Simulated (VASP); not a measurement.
Write the native input for VASP 6.6.1 that does the following.

- Task: single point
- Functional: PBE
- Potentials or basis: VASP PAW PBE potentials, release 64 (Be, Cl)
- Cutoff: 520 eV
- k mesh: 6 × 6 × 6
- Occupations: gaussian, width 0.1 eV
- Spin: no spin polarisation
- Dipole correction: no
- Further INCAR settings: ALGO = Normal; EDIFF = 1e-06; NBANDS = 36

The structure of Be2Cl3 lies in POSCAR:

```
Be2Cl3
1.0
    2.9776724967      1.7191600175      7.0447199758
   -2.9776724967      1.7191600175      7.0447199758
    0.0000000000     -3.4383200351      7.0447199758
Be Cl
4 6
Direct
    0.4434161602      0.4434161602      0.4434161602
    0.0565838398      0.0565838398      0.0565838398
    0.5565838398      0.5565838398      0.5565838398
    0.9434161602      0.9434161602      0.9434161602
    0.5986074506      0.9013925494      0.2500000000
    0.2500000000      0.5986074506      0.9013925494
    0.9013925494      0.2500000000      0.5986074506
    0.4013925494      0.0986074506      0.7500000000
    0.7500000000      0.4013925494      0.0986074506
    0.0986074506      0.7500000000      0.4013925494
```

These files were run (other wordings do the same):

INCAR

```
SYSTEM = Be2Cl3
PREC = Accurate
ENCUT = 520
EDIFF = 1E-6
ISMEAR = 0
SIGMA = 0.1
LREAL = .False.
LASPH = .True.
NELM = 60
ALGO = Normal
ISIF = 2
LWAVE = .False.
LCHARG = .True.
GGA = PE
LELF = .True.
LVHAR = .True.
NBANDS = 36
```

KPOINTS

```
Automatic mesh
0
Gamma
  6 6 6
  0 0 0
```

Potentials or basis: VASP PAW PBE potentials, release 64 (Be, Cl).

Command:

```sh
$ cat potpaw_PBE.64/Be/POTCAR potpaw_PBE.64/Cl/POTCAR > POTCAR
$ mpirun -np 1 vasp_std > vasp.out
```

It gave:

| Quantity | Value |
| --- | --- |
| Pressure | 0.0 GPa |
| Largest force | 0.006 eV/Å |
| Band gap on the k mesh | zero (bands 25 and 26 overlap by 0.16 eV) |

Run time: 12 min on 1 thread of Intel Xeon 8259CL (shared host), peak memory 0.58 GiB.
